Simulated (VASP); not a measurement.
Write the native input for VASP 6.6.1 that does the following.

```
Task                   : single point
Functional             : LDA
Potentials or basis    : VASP PAW LDA potentials, release 64 (Te)
Cutoff                 : 520 eV
k mesh                 : 11 × 11 × 11
Occupations            : fermi-dirac, width 0.1 eV
Spin                   : no spin polarisation
Dipole correction      : no
Further INCAR settings : ALGO = Normal; EDIFF = 1e-07; NBANDS = 9
```

The structure of Te lies in POSCAR:

```
Te
1.0
   -1.8808997586      1.8808997586      1.8808997586
    1.8808997586     -1.8808997586      1.8808997586
    1.8808997586      1.8808997586     -1.8808997586
Te
1
Direct
    0.0000000000      0.0000000000      0.0000000000
```

This isn't the form of Te at room conditions, which is trigonal, of chains.

These files were run (other wordings do the same):

INCAR

```
SYSTEM = Te
PREC = Accurate
ENCUT = 520
EDIFF = 1E-7
ISMEAR = -1
SIGMA = 0.1
LREAL = .FALSE.
LASPH = .TRUE.
NELM = 100
ALGO = Normal
ISIF = 2
LWAVE = .FALSE.
LCHARG = .FALSE.
NBANDS = 9
```

KPOINTS

```
Automatic mesh
0
G
  11 11 11
  0 0 0
```

Potentials or basis: VASP PAW LDA potentials, release 64 (Te).

Launch:

```console
$ cat potpaw_LDA.64/Te/POTCAR > POTCAR
$ mpirun -np 1 vasp_std > vasp.out
```

It gave:

```json
{"Pressure": "0.0 GPa", "Band gap on the k mesh": "zero (bands 3 and 4 overlap by 6.39 eV)"}
```

Caveat: spin-orbit coupling is left out, which moves the levels of the heavy elements.

Wall time 15 s on 1 thread of Intel Xeon 8259CL (shared host), peak memory 0.13 GiB.
